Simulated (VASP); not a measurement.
# La (P6_3/mmc) in VASP: single point with PBE

Aim: the single point of La with PBE.

All numbers are computed with VASP 6.6.1; they aren't measurements. Logs are shortened: lines on timing, memory, paths and dates and some standing lists are left out, and cuts for length are marked.

## Step 1: The cell of the first run

The structure is hexagonal, space group P6_3/mmc (No. 194). The conventional cell has a = 3.770 Å, b = 3.770 Å, c = 12.159 Å, α = 90.00°, β = 90.00°, γ = 120.00°. Within 4.9 Å of La (site symmetry -3m) lie 12 La at 3.74 to 3.77 Å. La (site symmetry -6m2) has 12 La at 3.74 to 3.77 Å within 4.9 Å.

## Step 2: Single point, PBE

File POSCAR:

```
La
1.0
    3.7700018307      0.0000000000      0.0000000000
   -1.8850009153      3.2649173577      0.0000000000
    0.0000000000      0.0000000000     12.1590000000
La
4
Direct
    0.0000000000      0.0000000000      0.0000000000
    0.0000000000      0.0000000000      0.5000000000
    0.3333333333      0.6666666667      0.7500000000
    0.6666666667      0.3333333333      0.2500000000
```

File INCAR.step1:

```
SYSTEM = La
ALGO = Fast ; EDIFF = 1E-6
ENCUT = 520 ; GGA = PE
ISIF = 2 ; ISMEAR = -1
LASPH = .TRUE. ; LCHARG = .TRUE.
LMAXMIX = 6 ; LREAL = .FALSE.
LWAVE = .FALSE. ; NBANDS = 30
NELM = 100 ; PREC = Accurate
SIGMA = 0.08
```

File KPOINTS.step1:

```
k-points
0
G
  10 10 3
  0 0 0
```

File INCAR.step2:

```
SYSTEM = La
ALGO = Fast ; EDIFF = 1E-6
ENCUT = 520 ; GGA = PE
ICHARG = 11 ; ISIF = 2
ISMEAR = -5 ; LASPH = .TRUE.
LCHARG = .FALSE. ; LMAXMIX = 6
LORBIT = 11 ; LREAL = .FALSE.
LWAVE = .FALSE. ; NEDOS = 2001
NELM = 100 ; PREC = Accurate
SIGMA = 0.08
```

File KPOINTS.step2:

```
k-points
0
G
  15 15 5
  0 0 0
```

Potentials or basis: VASP PAW PBE potentials, release 64 (La).

Run with:

```sh
> cat potpaw_PBE.64/La/POTCAR > POTCAR
> cp INCAR.step1 INCAR
> cp KPOINTS.step1 KPOINTS
> mpirun -np 1 vasp_std > vasp.out
> cp INCAR.step2 INCAR
> cp KPOINTS.step2 KPOINTS
> mpirun -np 1 vasp_std > vasp.out
```

OUTCAR:

```text
SYSTEM = La
   EDIFF = 1E-6
   ENCUT = 520
   GGA = PE
   ICHARG = 11
   ISIF = 2
   ISMEAR = -5
   LASPH = .TRUE.
   LORBIT = 11
   LREAL = .FALSE.
   NELM = 100
   PREC = Accurate

 ion  position               nearest neighbor table
   1  0.000  0.000  0.000-
   2  0.000  0.000  0.500-
   3  0.333  0.667  0.750-
   4  0.667  0.333  0.250-

  LATTYP: Found a hexagonal cell.
 ALAT       =     3.7700018307
 C/A-ratio  =     3.2251973728

  Lattice vectors:

 A1 = (   3.7700018307,   0.0000000000,   0.0000000000)
 A2 = (  -1.8850009153,   3.2649173577,   0.0000000000)
 A3 = (   0.0000000000,   0.0000000000,  12.1590000000)

Analysis of symmetry for initial positions (statically):
=====================================================================
 Subroutine PRICEL returns:
 Original cell was already a primitive cell.

 Routine SETGRP: Setting up the symmetry group for a
 hexagonal supercell.

 Subroutine GETGRP returns: Found 24 space group operations
 (whereof 12 operations were pure point group operations)
 out of a pool of 24 trial point group operations.

The static configuration has the point symmetry D_3d.
 The point group associated with its full space group is D_6h.

Analysis of symmetry for dynamics (positions and initial velocities):
=====================================================================
 Subroutine PRICEL returns:
 Original cell was already a primitive cell.

 Routine SETGRP: Setting up the symmetry group for a
 hexagonal supercell.

 Subroutine GETGRP returns: Found 24 space group operations
 (whereof 12 operations were pure point group operations)
 out of a pool of 24 trial point group operations.

The dynamic configuration has the point symmetry D_3d.
 The point group associated with its full space group is D_6h.

 Subroutine INISYM returns: Found 24 space group operations
 (whereof 12 operations are pure point group operations),
 and found     1 'primitive' translations

----------------------------------------------------------------------------------------

                                     Primitive cell

  volume of cell :     149.6620

  direct lattice vectors                    reciprocal lattice vectors
     3.770001831  0.000000000  0.000000000     0.265251861  0.153143233  0.000000000
    -1.885000915  3.264917358  0.000000000     0.000000000  0.306286466  0.000000000
     0.000000000  0.000000000 12.159000000     0.000000000  0.000000000  0.082243606

  length of vectors
     3.770001831  3.770001831 12.159000000     0.306286466  0.306286466  0.082243606

  position of ions in fractional coordinates (direct lattice)
     0.000000000  0.000000000  0.000000000
     0.000000000  0.000000000  0.500000000
     0.333333333  0.666666667  0.750000000
     0.666666667  0.333333333  0.250000000

  ion indices of the primitive-cell ions
   primitive index   ion index
                 1           1
                 2           2
                 3           3
                 4           4

----------------------------------------------------------------------------------------

 KPOINTS: k-points

Automatic generation of k-mesh.
 Grid dimensions read from file:
 generate k-points for:   15   15    5

 Generating k-lattice:

  Cartesian coordinates                     Fractional coordinates (reciprocal lattice)
     0.017683457  0.010209549  0.000000000     0.066666667  0.000000000  0.000000000
     0.000000000  0.020419098  0.000000000     0.000000000  0.066666667  0.000000000
     0.000000000  0.000000000  0.016448721     0.000000000  0.000000000  0.200000000

  Length of vectors
     0.020419098  0.020419098  0.016448721

  Shift w.r.t. Gamma in fractional coordinates (k-lattice)
     0.000000000  0.000000000  0.000000000

 TETIRR: Found   1034 inequivalent tetrahedra from     6750

 Subroutine IBZKPT returns following result:
 ===========================================

 Found     81 irreducible k-points:

 Following reciprocal coordinates:
            Coordinates               Weight
  0.000000  0.000000  0.000000      1.000000
  0.066667  0.000000  0.000000      6.000000
  0.133333 -0.000000  0.000000      6.000000
  0.200000  0.000000  0.000000      6.000000
  0.266667 -0.000000  0.000000      6.000000
  0.333333  0.000000  0.000000      6.000000
[... 16 lines left out ...]
  0.333333  0.200000  0.000000     12.000000
  0.400000  0.200000  0.000000      6.000000
 [... further k-points ...]
   k-points           NKPTS =     81   k-points in BZ     NKDIM =     81   number of bands    NBANDS=     26
   number of dos      NEDOS =   2001   number of ions     NIONS =      4
   total plane-waves  NPLWV =  70560
   dimension x,y,z NGX =    28 NGY =   28 NGZ =   90
   dimension x,y,z NGXF=    56 NGYF=   56 NGZF=  180
   ions per type =               4
   NGX,Y,Z   is equivalent  to a cutoff of  12.35, 12.35, 12.31 a.u.
   NGXF,Y,Z  is equivalent  to a cutoff of  24.69, 24.69, 24.61 a.u.
 SYSTEM =  La
   PREC   = accura    normal or accurate (medium, high low for compatibility)
   ISTART =      0    job   : 0-new  1-cont  2-samecut
   ICHARG =     11    charge: 1-file 2-atom 10-const
   ISPIN  =      1    spin polarized calculation?
   LNONCOLLINEAR =      F non collinear calculations
   LSORBIT =      F    spin-orbit coupling
   LASPH  =      T    aspherical Exc in radial PAW
   ENCUT  =  520.0 eV  38.22 Ry    6.18 a.u.   7.01  7.01 22.61*2*pi/ulx,y,z
   NELM   =    100;   NELMIN=  2; NELMDL=  0     # of ELM steps
   EDIFF  = 0.1E-05   stopping-criterion for ELM
   LREAL  =      F    real-space projection
   EDIFFG = 0.1E-04   stopping-criterion for IOM
   NSW    =      0    number of steps for IOM
   IBRION =     -1    ionic relax: 0-MD 1-quasi-New 2-CG
   NFREE  =      0    steps in history (QN), initial steepest desc. (CG)
   ISIF   =      2    stress and relaxation
   ISYM   =      2    0-nonsym 1-usesym 2-fastsym
   POTIM  = 0.5000    time-step for ionic-motion
   TEBEG  =    0.0;   TEEND  =   0.0 temperature during run
   PSTRESS=    0.0 pullay stress
   NELECT =      44.0000    total number of electrons
   NUPDOWN=      -1.0000    fix difference up-down
   EMIN   =  10.00;   EMAX   =-10.00  energy-range for DOS
   EFERMI =   0.00;   METHOD = LEGACY
   ISMEAR =    -5;   SIGMA  =   0.08  broadening in eV -4-tet -1-fermi 0-gaus
   EFERMI_NEDOS =   21; number of points for ismear=-14 and -15
   IALGO  =     68    algorithm
   IMIX   =      4    mixing-type and parameters
     AMIX     =   0.40;   BMIX     =  1.00
     AMIX_MAG =   1.60;   BMIX_MAG =  1.00
  volume/ion in A,a.u.               =      37.42       252.49
  Fermi-wavevector in a.u.,A,eV,Ry     =   1.088567  2.057093 16.122608  1.184978
  Thomas-Fermi vector in A             =   2.224751
   LORBIT       =     11    0 simple, 1 ext, 2 COOP (PROOUT), +10 PAW based schemes
   GGA     = PE    functional components
   LHFCALC =     F    Hartree Fock is set to
   AEXX    =    0.0000 exact exchange contribution
   IVDW    =     0    specifies the selected vdW correction
   LEPSILON=     F    determine dielectric tensor
   LRPA    =     F    only Hartree local field effects (RPA)
 non-spin polarized calculation
 RMM-DIIS sequential band-by-band and
 Fermi weights with tetrahedron method with Bloechl corrections
  energy-cutoff  :      520.00
  volume of cell :      149.66
 maximum number of plane-waves:      4053
 NGX is ok and might be reduce to    28

 number of electron      44.0000000 magnetization

 Free energy of the ion-electron system (eV)
  ---------------------------------------------------
  ext. energy  EPLUGINS =         0.00000000
  ---------------------------------------------------
  free energy    TOTEN  =       -19.54070934 eV

  energy without entropy =      -19.54070934  energy(sigma->0) =      -19.54070934

 E-fermi :   7.8266     XC(G=0):  -9.5310

 val. band max:        7.8151263542   @ k =   0.3333   0.3333   0.0000
 cond. band min:       7.8198004994   @ k =   0.2667   0.0667   0.2000
 fundamental gap:      0.0046741452
 Fermi energy:         7.8266491017

 k-point     1 :       0.0000    0.0000    0.0000
  band No.  band energies     occupation
      1     -25.0841      2.00000
      2     -24.9870      2.00000
      3     -24.9852      2.00000
      4     -24.8848      2.00000
      5      -9.4627      2.00000
      6      -8.8151      2.00000
[... 18 lines left out ...]
     25       9.1055      0.00000
     26       9.1798      0.00000

 k-point     2 :       0.0667    0.0000    0.0000
  band No.  band energies     occupation
      1     -25.0772      2.00000
      2     -24.9818      2.00000
      3     -24.9801      2.00000
      4     -24.8816      2.00000
      5      -9.4444      2.00000
      6      -8.8207      2.00000
[... 18 lines left out ...]
     25       8.8600      0.00000
     26       9.5353      0.00000

 k-point     3 :       0.1333   -0.0000    0.0000
  band No.  band energies     occupation
      1     -25.0573      2.00000
      2     -24.9672      2.00000
      3     -24.9655      2.00000
      4     -24.8727      2.00000
      5      -9.3912      2.00000
      6      -8.8454      2.00000
[... 18 lines left out ...]
     25       8.5542      0.00000
     26       9.0152      0.00000

 k-point     4 :       0.2000    0.0000    0.0000
  band No.  band energies     occupation
      1     -25.0270      2.00000
      2     -24.9455      2.00000
      3     -24.9438      2.00000
      4     -24.8602      2.00000
      5      -9.3083      2.00000
      6      -8.9158      2.00000
[... 18 lines left out ...]
     25       8.4131      0.00000
     26       8.7437      0.00000
[... 496 lines left out ...]
      1     -24.9119      2.00000
      2     -24.8723      2.00000
      3     -24.8709      2.00000
      4     -24.8310      2.00000
      5      -9.2262      2.00000
      6      -9.2100      2.00000
[... 18 lines left out ...]
     25       8.1416      0.00000
     26       8.5035      0.00000

 k-point    23 :       0.3333    0.2000    0.0000
  band No.  band energies     occupation
      1     -24.8865      2.00000
      2     -24.8601      2.00000
      3     -24.8587      2.00000
      4     -24.8323      2.00000
      5      -9.2832      2.00000
      6      -9.2554      2.00000
[... 18 lines left out ...]
     25       8.1402      0.00000
     26       8.7237      0.00000

 k-point    24 :       0.4000    0.2000    0.0000
  band No.  band energies     occupation
      1     -24.8754      2.00000
      2     -24.8557      2.00000
      3     -24.8544      2.00000
      4     -24.8347      2.00000
      5      -9.3049      2.00000
      6      -9.2709      2.00000
[... 18 lines left out ...]
     25       8.0414      0.00000
     26       9.4781      0.00000

 [... further k-points ...]
[... 5 lines left out ...]
  --------------------------------------------------------------------------------------
  -------------------------------------------------------------------------------------
  Total       -0.2159893     -0.2159893     -0.4882584     -0.0000000      0.0000000     -0.0000000
  in kB       -2.3122307     -2.3122307     -5.2269537     -0.0000000      0.0000000     -0.0000000
  external PRESSURE =      -3.2838050 kB  Pullay stress =       0.0000000 kB

 VOLUME and BASIS-vectors are now :
 -----------------------------------------------------------------------------
  energy-cutoff  :      520.00
  volume of cell :      149.66
      direct lattice vectors                 reciprocal lattice vectors
     3.770001831  0.000000000  0.000000000     0.265251861  0.153143233  0.000000000
    -1.885000915  3.264917358  0.000000000     0.000000000  0.306286466  0.000000000
     0.000000000  0.000000000 12.159000000     0.000000000  0.000000000  0.082243606

 POSITION                                       TOTAL-FORCE (eV/Angst)
 -----------------------------------------------------------------------------------
      0.00000      0.00000      0.00000         0.000000     -0.000000      0.000000
      0.00000      0.00000      6.07950        -0.000000     -0.000000      0.000000
     -0.00000      2.17661      9.11925        -0.000000      0.000000      0.000000
      1.88500      1.08831      3.03975         0.000000     -0.000000      0.000000
 -----------------------------------------------------------------------------------
    total drift:                                0.000000      0.000000     -0.000000

  FREE ENERGIE OF THE ION-ELECTRON SYSTEM (eV)
  ---------------------------------------------------
  free  energy   TOTEN  =       -19.5407093414 eV

  energy  without entropy=      -19.5407093414  energy(sigma->0) =      -19.54070934

 total charge

# of ion       s       p       d       f       tot
--------------------------------------------------
    1        2.066   5.554   0.883   0.086   8.588
    2        2.066   5.554   0.883   0.086   8.588
    3        2.067   5.560   0.880   0.078   8.586
    4        2.067   5.560   0.880   0.078   8.586
--------------------------------------------------
tot          8.266  22.226   3.527   0.328  34.348
```

Run time: 22 min. Hardware: 1 thread of Intel Xeon 6975P-C (Granite Rapids), shared host; peak memory 0.43 GiB.

What came out:

- Valence electrons inside the program's atomic spheres: La 8.59

Caveat: spin-orbit coupling is left out, which moves the levels of the heavy elements; tetrahedron occupations give inexact forces and stress in metals.
